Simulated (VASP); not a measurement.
## C: single point with PBE

The system is C.

```xyz
2
Lattice="0.0892 1.8280 1.8280 1.8280 0.0892 1.8280 1.8280 1.8280 0.0892" Properties=species:S:1:pos:R:3 pbc="T T T"
C     0.0000    0.0000    0.0000
C     0.9363    0.9363    0.9363
```

```
Program                : VASP 6.6.1
Task                   : single point
Functional             : PBE
Potentials or basis    : VASP PAW PBE potentials, release 64 (C)
Cutoff                 : 520 eV
k mesh                 : 10 × 10 × 10
Occupations            : gaussian, width 0.05 eV
Spin                   : no spin polarisation
Dipole correction      : no
Further INCAR settings : ALGO = Normal; EDIFF = 1e-06; NBANDS = 11
```

- Pressure: 6.3 GPa
- Largest force: 0.023 eV/Å
- Band gap on the k mesh: 3.78 eV, direct

Forces in eV/Å, atoms in the order of the input:
```
C   -0.013 -0.013 -0.013
C    0.013  0.013  0.013
```

Stress tensor (GPa, compression positive):
```
  6.26 -27.05 -27.05
-27.05   6.26 -27.05
-27.05 -27.05   6.26
```

Levels at points of the mesh, in eV from the valence-band top:
```tsv
k point	band 2	band 3	band 4	band 5	band 6	band 7
(0.00, 0.00, 0.00)	-0.23	0.00	0.00	3.78	6.29	6.29
(0.50, 0.00, 0.00)	-13.49	-3.14	-2.98	6.84	8.98	9.07
(0.50, 0.50, 0.00)	-12.62	-6.77	-5.88	3.80	5.69	16.34
(0.50, 0.50, 0.50)	-13.38	-2.19	-2.19	8.83	8.83	10.54
```

Run time: 11 s on 1 thread of AMD EPYC 7R43 64-Core Processor (Zen 3), with other jobs on the host, peak memory 0.09 GiB.

A k mesh can miss the band edges. A hybrid or GW would open this gap; PBE tends to underestimate it.
